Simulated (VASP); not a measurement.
A run of VASP 6.6.1:

File POSCAR:

```
BAs
1.0
    0.0000000000      2.3885000000      2.3885000000
    2.3885000000      0.0000000000      2.3885000000
    2.3885000000      2.3885000000      0.0000000000
B As
1 1
Direct
    0.0000000000      0.0000000000      0.0000000000
    0.2500000000      0.2500000000      0.2500000000
```

File INCAR.step1:

```
  ALGO = Normal
  EDIFF = 1E-8
  ENCUT = 500
  GGA = PE
  ISMEAR = 0
  LASPH = T
  LCHARG = F
  LREAL = F
  LWAVE = T
  NELM = 100
  PREC = Accurate
  SIGMA = 0.01
```

File INCAR.step2:

```
  ALGO = Exact
  EDIFF = 1E-8
  ENCUT = 500
  GGA = PE
  ISMEAR = 0
  ISTART = 1
  LASPH = T
  LCHARG = F
  LOPTICS = T
  LREAL = F
  LWAVE = T
  NBANDS = 533
  NELM = 1
  PREC = Accurate
  SIGMA = 0.01
```

File INCAR.step3:

```
  ALGO = EVGW0
  EDIFF = 1E-8
  ENCUT = 500
  ENCUTGW = 200
  GGA = PE
  ISMEAR = 0
  ISTART = 1
  LASPH = T
  LCHARG = F
  LREAL = F
  LWAVE = F
  NBANDS = 533
  NBANDSGW = 12
  NELMGW = 1
  NOMEGA = 48
  PREC = Accurate
  PRECFOCK = Fast
  SIGMA = 0.01
```

Contents of KPOINTS:

```
k-points
0
Gamma
  2 2 2
```

Potentials or basis: VASP PAW PBE potentials, release 64 (B_GW, As_GW).

Launch:

```bash
$ cat potpaw_PBE.64/B_GW/POTCAR potpaw_PBE.64/As_GW/POTCAR > POTCAR
$ cp INCAR.step1 INCAR
$ mpirun -np 1 vasp_std > vasp.out
$ cp INCAR.step2 INCAR
$ mpirun -np 1 vasp_std > vasp.out
$ cp INCAR.step3 INCAR
$ mpirun -np 1 vasp_std > vasp.out
```

Hardware: 1 thread of AMD EPYC 7R13, with other jobs on the host.

Problem. How long does it take, and how much memory?

Solution. It took 22 s on 1 thread of AMD EPYC 7R13 (shared host), peak memory 0.23 GiB. Counts: k points 3.
